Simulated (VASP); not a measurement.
# Ba5Na4Al2O10 in VASP: further runs

Ba5Na4Al2O10 is run at these levels: PBE; tasks: single point.

All numbers are computed with VASP 6.6.1; they aren't measurements. Logs are shortened: lines on timing, memory, paths and dates and some standing lists are left out, and cuts for length are marked.

## Step 1: The cell of the first run

The cell holds an amorphous packing of atoms, 21 atoms: a = 6.933 Å, b = 7.215 Å, c = 6.739 Å, α = 90.92°, β = 88.87°, γ = 91.24°.

## Step 2: Single point, PBE

The input, INCAR:

```
ALGO = Normal
EDIFF = 1E-6
ENCUT = 520
GGA = PE
ISIF = 2
ISMEAR = -1
ISYM = 0
LASPH = T
LCHARG = T
LELF = T
LREAL = Auto
LVHAR = T
LWAVE = F
NBANDS = 88
NELM = 80
PREC = Accurate
SIGMA = 0.1172
```

The input, KPOINTS:

```
k-points
0
Gamma
  1 1 1
```

The input, POSCAR:

```
Ba5Na4Al2O10
1.0
    6.9327090000     -0.0765500000      0.0671430000
   -0.0765500000      7.2143380000     -0.0554530000
    0.0671430000     -0.0554530000      6.7389310000
Ba O Al Na
5 10 2 4
Direct
    0.7401424780      0.9252287396      0.1650036664
    0.3867033364      0.6656660584      0.8566497799
    0.9226152180      0.6928759011      0.8203658553
    0.4559839716      0.1197803406      0.6287178259
    0.9506603565      0.1459484708      0.6427884619
    0.1694331427      0.1020815784      0.3523326593
    0.6147085677      0.3771202052      0.8420227287
    0.0043004390      0.4675136874      0.4671444614
    0.4408273917      0.5407591037      0.3572685699
    0.2409786464      0.7756826366      0.5680811838
    0.6964136449      0.8508006932      0.6854869340
    0.6941176663      0.1832049894      0.3262223821
    0.4442470394     -0.0216454745      0.0284406554
    0.0849720511      0.7064760723      0.1731117204
    1.0556836920      0.0405994471      0.9713008771
    0.2048912930     -0.0231346967      0.1412556525
    0.2093813021      0.6014020029      0.3784860027
    0.7094698367      0.4870108808      0.1950875118
   -0.0312516412      0.2781422744      0.1753321339
    0.4005927460      0.2804355118      0.1784609446
    0.6580862177      0.5630907953      0.5431594701
```

Potentials or basis: VASP PAW PBE potentials, release 64 (Ba_sv, O, Al, Na_pv).

Launch:

```
$ cat potpaw_PBE.64/Ba_sv/POTCAR potpaw_PBE.64/O/POTCAR potpaw_PBE.64/Al/POTCAR potpaw_PBE.64/Na_pv/POTCAR > POTCAR
$ mpirun -np 1 vasp_gam > vasp.out
```

OUTCAR:

```text
EDIFF = 1E-6
   ENCUT = 520
   GGA = PE
   ISIF = 2
   ISMEAR = -1
   ISYM = 0
   LASPH = T
   LREAL = Auto
   NELM = 80
   PREC = Accurate

 ion  position               nearest neighbor table
   1  0.740  0.925  0.165-  12 2.17  13 2.31  15 2.65  14 2.90  19 2.97   3 3.11  18 3.17  16 3.24
                            11 3.29  20 3.52   2 3.70  21 3.71  16 3.74   5 3.87   4 3.92   5 4.11
   2  0.387  0.666  0.857-  10 2.37  13 2.55   7 2.64  11 2.75  21 2.90  14 2.97  16 3.19   3 3.24
                            17 3.49  18 3.51  20 3.56   4 3.66   1 3.70   3 3.72  17 3.74   4 4.24
   3  0.923  0.693  0.820-  11 2.18  14 2.65  21 2.78  10 2.82  15 2.83   8 2.91   7 3.09   1 3.11
                             2 3.24  18 3.26   5 3.50  16 3.54  17 3.61   2 3.72   5 4.11   4 4.73
   4  0.456  0.120  0.629-   7 2.57  11 2.62  12 2.64   6 2.75  13 2.89  10 2.90  20 3.30   5 3.43
                             5 3.51  21 3.52   2 3.66  16 3.86   1 3.92  16 3.98   2 4.24   1 4.41
   5  0.951  0.146  0.643-   6 2.47  15 2.48   8 2.64  11 2.75  12 2.82   7 3.16  19 3.31   4 3.43
                             3 3.50   4 3.51  19 3.70  21 3.74   1 3.87  16 3.97  16 4.04   3 4.11
   6  0.169  0.102  0.352-  16 1.69  19 2.27  20 2.34   5 2.47   4 2.75
   7  0.615  0.377  0.842-   4 2.57   2 2.64   3 3.09   5 3.16
   8  0.004  0.468  0.467-  17 1.80   5 2.64   3 2.91
   9  0.441  0.541  0.357-  17 1.68  21 1.98  18 2.18  20 2.23
  10  0.241  0.776  0.568-  17 1.79   2 2.37   3 2.82   4 2.90
  11  0.696  0.851  0.685-   3 2.18  21 2.29   4 2.62   2 2.75   5 2.75   1 3.29
  12  0.694  0.183  0.326-   1 2.17  19 2.24  18 2.38   4 2.64   5 2.82
  13  0.444  0.978  0.028-  16 1.81   1 2.31   2 2.55   4 2.89
  14  0.085  0.706  0.173-  17 1.83  16 2.12   3 2.65   1 2.90   2 2.97
  15  0.056  0.041  0.971-  16 1.64  19 2.26   5 2.48   1 2.65   3 2.83
  16  0.205  0.977  0.141-  15 1.64   6 1.69  13 1.81  14 2.12  20 2.56  19 2.75  17 3.17   2 3.19
                             1 3.24   3 3.54   1 3.74   4 3.86   5 3.97   4 3.98   5 4.04
  17  0.209  0.601  0.378-   9 1.68  10 1.79   8 1.80  14 1.83  20 2.98  16 3.17   2 3.49   3 3.61
                             2 3.74
  18  0.709  0.487  0.195-   9 2.18  19 2.37  12 2.38  21 2.42  20 2.59   1 3.17   3 3.26   2 3.51

  19  0.969  0.278  0.175-  12 2.24  15 2.26   6 2.27  18 2.37  16 2.75   1 2.97   5 3.31   5 3.70

  20  0.401  0.280  0.178-   9 2.23   6 2.34  16 2.56  18 2.59  17 2.98   4 3.30   1 3.52   2 3.56

  21  0.658  0.563  0.543-   9 1.98  11 2.29  18 2.42   3 2.78   2 2.90   4 3.52   1 3.71   5 3.74

IMPORTANT INFORMATION: All symmetrisations will be switched off!
NOSYMM: (Re-)initialisation of all symmetry stuff for point group C_1.

----------------------------------------------------------------------------------------

                                     Primitive cell

  volume of cell :     336.9542

  direct lattice vectors                    reciprocal lattice vectors
     6.932709000 -0.076550000  0.067143000     0.144274342  0.001519915 -0.001424963
    -0.076550000  7.214338000 -0.055453000     0.001519915  0.138637637  0.001125671
     0.067143000 -0.055453000  6.738931000    -0.001424963  0.001125671  0.148414949

  length of vectors
     6.933456725  7.214957222  6.739493619     0.144289384  0.138650538  0.148426058

  position of ions in fractional coordinates (direct lattice)
     0.740142478  0.925228740  0.165003666
     0.386703336  0.665666058  0.856649780
     0.922615218  0.692875901  0.820365855
     0.455983972  0.119780341  0.628717826
     0.950660357  0.145948471  0.642788462
     0.169433143  0.102081578  0.352332659
[... 13 lines left out ...]
     0.400592746  0.280435512  0.178460945
     0.658086218  0.563090795  0.543159470

  ion indices of the primitive-cell ions
   primitive index   ion index
                 1           1
                 2           2
                 3           3
                 4           4
                 5           5
                 6           6
[... 13 lines left out ...]
                20          20
                21          21

----------------------------------------------------------------------------------------

 KPOINTS: k-points

Automatic generation of k-mesh.
 Grid dimensions read from file:
 generate k-points for:    1    1    1

 Generating k-lattice:

  Cartesian coordinates                     Fractional coordinates (reciprocal lattice)
     0.144274342  0.001519915 -0.001424963     1.000000000 -0.000000000  0.000000000
     0.001519915  0.138637637  0.001125671     0.000000000  1.000000000  0.000000000
    -0.001424963  0.001125671  0.148414949     0.000000000  0.000000000  1.000000000

  Length of vectors
     0.144289384  0.138650538  0.148426058

  Shift w.r.t. Gamma in fractional coordinates (k-lattice)
     0.000000000  0.000000000  0.000000000

 Subroutine IBZKPT returns following result:
 ===========================================

 Found      1 irreducible k-points:

 Following reciprocal coordinates:
            Coordinates               Weight
  0.000000  0.000000  0.000000      1.000000
   k-points           NKPTS =      1   k-points in BZ     NKDIM =      1   number of bands    NBANDS=     88
   number of dos      NEDOS =    301   number of ions     NIONS =     21
   total plane-waves  NPLWV = 145800
   dimension x,y,z NGX =    54 NGY =   54 NGZ =   50
   dimension x,y,z NGXF=   108 NGYF=  108 NGZF=  100
   ions per type =               5  10   2   4
   NGX,Y,Z   is equivalent  to a cutoff of  12.95, 12.44, 12.33 a.u.
   NGXF,Y,Z  is equivalent  to a cutoff of  25.90, 24.89, 24.67 a.u.
 SYSTEM =  unknown system
   PREC   = accura    normal or accurate (medium, high low for compatibility)
   ISTART =      0    job   : 0-new  1-cont  2-samecut
   ICHARG =      2    charge: 1-file 2-atom 10-const
   ISPIN  =      1    spin polarized calculation?
   LNONCOLLINEAR =      F non collinear calculations
   LSORBIT =      F    spin-orbit coupling
   LASPH  =      T    aspherical Exc in radial PAW
   ENCUT  =  520.0 eV  38.22 Ry    6.18 a.u.  12.89 13.42 12.53*2*pi/ulx,y,z
   NELM   =     80;   NELMIN=  2; NELMDL= -5     # of ELM steps
   EDIFF  = 0.1E-05   stopping-criterion for ELM
   LREAL  =      T    real-space projection
   EDIFFG = 0.1E-04   stopping-criterion for IOM
   NSW    =      0    number of steps for IOM
   IBRION =     -1    ionic relax: 0-MD 1-quasi-New 2-CG
   NFREE  =      0    steps in history (QN), initial steepest desc. (CG)
   ISIF   =      2    stress and relaxation
   ISYM   =      0    0-nonsym 1-usesym 2-fastsym
   POTIM  = 0.5000    time-step for ionic-motion
   TEBEG  =    0.0;   TEEND  =   0.0 temperature during run
   PSTRESS=    0.0 pullay stress
   NELECT =     144.0000    total number of electrons
   NUPDOWN=      -1.0000    fix difference up-down
   EMIN   =  10.00;   EMAX   =-10.00  energy-range for DOS
   EFERMI =   0.00;   METHOD = LEGACY
   ISMEAR =    -1;   SIGMA  =   0.12  broadening in eV -4-tet -1-fermi 0-gaus
   EFERMI_NEDOS =   21; number of points for ismear=-14 and -15
   IALGO  =     38    algorithm
   IMIX   =      4    mixing-type and parameters
     AMIX     =   0.40;   BMIX     =  1.00
     AMIX_MAG =   1.60;   BMIX_MAG =  1.00
  volume/ion in A,a.u.               =      16.05       108.28
  Fermi-wavevector in a.u.,A,eV,Ry     =   1.233120  2.330259 20.688815  1.520585
  Thomas-Fermi vector in A             =   2.367863
   LORBIT       =      0    0 simple, 1 ext, 2 COOP (PROOUT), +10 PAW based schemes
   GGA     = PE    functional components
   LHFCALC =     F    Hartree Fock is set to
   AEXX    =    0.0000 exact exchange contribution
   IVDW    =     0    specifies the selected vdW correction
   LEPSILON=     F    determine dielectric tensor
   LRPA    =     F    only Hartree local field effects (RPA)
 non-spin polarized calculation
  energy-cutoff  :      520.00
  volume of cell :      336.95
 maximum number of plane-waves:      4544
 NGX is ok and might be reduce to    50
   NGX = 25   NGY = 27   NGZ = 25

 number of electron     144.0000009 magnetization

 Free energy of the ion-electron system (eV)
  ---------------------------------------------------
  ext. energy  EPLUGINS =         0.00000000
  ---------------------------------------------------
  free energy    TOTEN  =      -112.08850443 eV

  energy without entropy =     -112.08766489  energy(sigma->0) =     -112.08808466

 E-fermi :   3.4001     XC(G=0):  -9.6585

 val. band max:        2.3144569741   @ k =   0.0000   0.0000   0.0000
 cond. band min:       4.4132830480   @ k =   0.0000   0.0000   0.0000
 fundamental gap:      2.0988260739
 Fermi energy:         3.4000895322

 k-point     1 :       0.0000    0.0000    0.0000
  band No.  band energies     occupation
      1     -23.8986      2.00000
      2     -23.4259      2.00000
      3     -23.3632      2.00000
      4     -23.2875      2.00000
      5     -23.0352      2.00000
      6     -21.4541      2.00000
[... 76 lines left out ...]
     83       8.2014      0.00000
     84       8.3209      0.00000
 [bands above 84 left out]

------------------------ aborting loop because EDIFF is reached ----------------------------------------

  FORCE on cell =-STRESS in cart. coord.  units (eV):
  Direction    XX          YY          ZZ          XY          YZ          ZX
  --------------------------------------------------------------------------------------
  -------------------------------------------------------------------------------------
  Total       29.7133262     23.6210501     22.9605706     -9.2765975      5.1473657      7.3019791
  in kB      141.2833318    112.3152838    109.1747821    -44.1091178     24.4751117     34.7200422
  external PRESSURE =     120.9244659 kB  Pullay stress =       0.0000000 kB

 VOLUME and BASIS-vectors are now :
 -----------------------------------------------------------------------------
  energy-cutoff  :      520.00
  volume of cell :      336.95
      direct lattice vectors                 reciprocal lattice vectors
     6.932709000 -0.076550000  0.067143000     0.144274342  0.001519915 -0.001424963
    -0.076550000  7.214338000 -0.055453000     0.001519915  0.138637637  0.001125671
     0.067143000 -0.055453000  6.738931000    -0.001424963  0.001125671  0.148414949

 POSITION                                       TOTAL-FORCE (eV/Angst)
 -----------------------------------------------------------------------------------
      5.07144      6.60910      1.11034         0.308476     -1.282525      1.108131
      2.68746      4.72523      5.76196         0.480414     -0.455920      0.203251
      6.39826      4.88252      5.55191         2.758185     -2.351508     -1.196241
      3.19425      0.79437      4.26086        -0.431103     -0.342496     -0.028642
      6.62264      0.94450      4.38744        -0.442274      0.670144     -1.042458
      1.19047      0.70394      2.38006         0.604875      0.724056      0.152915
[... 13 lines left out ...]
      2.76771      1.98259      1.21398         0.903082     -0.126574     -0.235256
      4.55569      3.98183      3.67328         1.052016     -0.580248      0.616963
 -----------------------------------------------------------------------------------
    total drift:                                0.005518      0.004135      0.006315

  FREE ENERGIE OF THE ION-ELECTRON SYSTEM (eV)
  ---------------------------------------------------
  free  energy   TOTEN  =      -112.0885044297 eV

  energy  without entropy=     -112.0876648896  energy(sigma->0) =     -112.08808466
```

Run time: 39 s. Hardware: 1 thread of Intel Xeon Platinum 8559C (Emerald Rapids), shared host; peak memory 0.36 GiB.

What came out:

- Free energy: -112.0885 eV
- Pressure: 12.1 GPa
- Largest force: 4.260 eV/Å
- Band gap on the k mesh: 2.10 eV

Forces in eV/Å, atoms in the order of the input:
```
Ba   0.308 -1.283  1.108
Ba   0.480 -0.456  0.203
Ba   2.758 -2.352 -1.196
Ba  -0.431 -0.342 -0.029
Ba  -0.442  0.670 -1.042
O    0.605  0.724  0.153
O    0.746  1.054  0.451
O    0.000  0.029  0.319
O    0.269 -1.075 -2.251
O   -1.011  0.402  0.805
O   -1.523  1.058 -0.808
O   -0.404  1.714  1.518
O   -2.541  0.106  0.060
O    1.638  0.830 -0.673
O   -2.108  1.253 -2.248
Al   1.942 -3.485  1.492
Al  -2.735  1.966  1.540
Na   0.009 -0.494 -0.253
Na   0.484  0.388  0.469
Na   0.903 -0.127 -0.235
Na   1.052 -0.580  0.617
```

Stress tensor (GPa, compression positive):
```
14.13 -4.41  3.47
-4.41 11.23  2.45
 3.47  2.45 10.92
```

Levels at points of the mesh, in eV from the valence-band top:
| k point | band 68 | band 69 | band 70 | band 71 | band 72 | band 73 | band 74 | band 75 | band 76 | band 77 |
| --- | --- | --- | --- | --- | --- | --- | --- | --- | --- | --- |
| (0.00, 0.00, 0.00) | -0.47 | -0.35 | -0.26 | -0.05 | 0.00 | 2.10 | 3.32 | 3.70 | 4.06 | 4.44 |

Caveat: the k points lie up to 0.93 Å⁻¹ apart; spin-orbit coupling is left out, which moves the levels of the heavy elements.

[end of part 1 of 3]
